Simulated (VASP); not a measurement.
Wanted: the native input for a VASP 6.6.1 run.

```yaml
Task: relaxation of cell and atoms
Functional: PBEsol
Potentials_or_basis: VASP PAW PBE potentials, release 64 (Re)
Cutoff: 600 eV
k_mesh: 11 × 11 × 6
Occupations: fermi-dirac, width 0.05 eV
Spin: no spin polarisation
Target_pressure: 10 GPa
Dipole_correction: no
Further_INCAR_settings: ALGO = Normal; EDIFF = 1e-06; IBRION = 2; EDIFFG = -0.02; NSW = 80; ISIF = 3
```

The structure of Re lies in POSCAR:

```
Re
1.0
    2.7608000000      0.0000000000      0.0000000000
   -1.3804000000      2.3909229348      0.0000000000
    0.0000000000      0.0000000000      4.4582000000
Re
2
Direct
    0.6666666667      0.3333333333      0.7500000000
    0.3333333333      0.6666666667      0.2500000000
```

The input as run:

INCAR

```
  ALGO = Normal
  EDIFF = 1E-6
  EDIFFG = -0.02
  ENCUT = 600
  GGA = PS
  IBRION = 2
  ISIF = 3
  ISMEAR = -1
  LASPH = True
  LCHARG = False
  LREAL = False
  LWAVE = False
  NELM = 60
  NSW = 80
  PREC = Accurate
  PSTRESS = 100.0
  SIGMA = 0.05
```

KPOINTS

```
k-points
0
Gamma
  11 11 6
```

Potentials or basis: VASP PAW PBE potentials, release 64 (Re).

Run with:

```console
$ cat potpaw_PBE.64/Re/POTCAR > POTCAR
$ mpirun -np 1 vasp_std > vasp.out
```

It gave:

```json
{
 "Relaxed volume": "14.21 Å³/atom",
 "Relaxed cell": "a = 2.729 Å, b = 2.729 Å, c = 4.407 Å, α = 90.00°, β = 90.00°, γ = 120.00°",
 "Space group after relaxing (to 0.1 Å)": "P6_3/mmc (No. 194)",
 "Energy change on relaxing (the run minimises the enthalpy)": "+8.5 meV/atom",
 "Ionic steps": "5",
 "Pressure after relaxing": "10.1 GPa",
 "Band gap on the k mesh": "zero (bands 7 and 8 overlap by 3.27 eV)"
}
```

Caveat: the cell is relaxed towards a set pressure, so the run minimises the enthalpy, not the energy; the PAW data sets were made with another functional, which shifts forces and pressure a little; spin-orbit coupling is left out, which moves the levels of the heavy elements.

Wall time 110 s on 1 thread of Intel Xeon 8259CL, with other jobs on the host, peak memory 0.18 GiB.
